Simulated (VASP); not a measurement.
**AlRu: single point with PBE**

AlRu:

```
Al Ru
1.0
     2.99160    0.00000    0.00000
     0.00000    2.99160    0.00000
     0.00000    0.00000    2.99160
Al Ru
1 1
Direct
  0.00000 0.00000 0.00000
  0.50000 0.50000 0.50000
```

| Item | Value |
| --- | --- |
| Program | VASP 6.6.1 |
| Task | single point |
| Functional | PBE |
| Potentials or basis | VASP PAW PBE potentials, release 64 (Al, Ru_pv) |
| Cutoff | 500 eV |
| k mesh | 8 × 8 × 8 |
| Occupations | methfessel-paxton, width 0.1 eV |
| Spin | no spin polarisation |
| Dipole correction | no |
| Further INCAR settings | ALGO = Normal; EDIFF = 1e-06; NBANDS = 16 |

* Pressure: 2.9 GPa

Levels at points of the mesh, in eV from the Fermi level:
| k point | band 7 | band 8 | band 9 | band 10 | band 11 | band 12 |
| --- | --- | --- | --- | --- | --- | --- |
| (0.00, 0.00, 0.00) | 0.12 | 0.12 | 0.12 | 5.99 | 5.99 | 5.99 |
| (0.50, 0.00, 0.00) | -1.67 | -1.67 | 0.37 | 2.23 | 7.36 | 10.95 |
| (0.50, 0.50, 0.00) | -1.45 | -1.23 | -1.23 | 1.48 | 5.24 | 6.17 |
| (0.50, 0.50, 0.50) | 1.57 | 1.57 | 2.49 | 4.05 | 4.05 | 4.05 |

Wall time 15 s on 1 thread of Intel Xeon 8259CL, with other jobs on the host, peak memory 0.14 GiB.
